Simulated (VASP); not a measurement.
Set up this calculation in VASP 6.6.1, as the native input.

- Task: single point
- Functional: PBEsol
- Potentials or basis: VASP PAW PBE potentials, release 64 (Ta_pv, N)
- Cutoff: 520 eV
- k mesh: 11 × 11 × 10
- Occupations: fermi-dirac, width 0.15 eV
- Spin: no spin polarisation
- Dipole correction: no
- Further INCAR settings: ALGO = Normal; EDIFF = 1e-06; NBANDS = 15

The structure of TaN lies in POSCAR:

```
TaN
1.0
    3.0328389792      0.0000000000      0.0000000000
   -1.5164194896      2.6265159770      0.0000000000
    0.0000000000      0.0000000000      2.9760635729
Ta N
1 1
Direct
    0.3333333333      0.6666666667      0.5000000000
    0.0000000000      0.0000000000      0.0000000000
```

The input as run:

INCAR

```
ALGO = Normal ; EDIFF = 1E-6
ENCUT = 520 ; GGA = PS
ISIF = 2 ; ISMEAR = -1
LASPH = T ; LCHARG = T
LELF = T ; LREAL = F
LVHAR = T ; LWAVE = F
NBANDS = 15 ; NELM = 60
PREC = Accurate ; SIGMA = 0.15
```

KPOINTS

```
k-points
0
Gamma
  11 11 10
```

Potentials or basis: VASP PAW PBE potentials, release 64 (Ta_pv, N).

Launch:

```console
$ cat potpaw_PBE.64/Ta_pv/POTCAR potpaw_PBE.64/N/POTCAR > POTCAR
$ mpirun -np 1 vasp_std > vasp.out
```

It gave:

| Item | Value |
| --- | --- |
| Pressure | -30.8 GPa |
| Band gap on the k mesh | zero (band 8 reaches 7.48 eV, above the bottom of band 9 at 7.04 eV) |

Caveat: the PAW data sets were made with another functional, which shifts forces and pressure a little; spin-orbit coupling is left out, which moves the levels of the heavy elements.

It took 9.7 s on 1 thread of Intel(R) Xeon(R) 6975P-C (Granite Rapids) (shared host), peak memory 0.16 GiB.
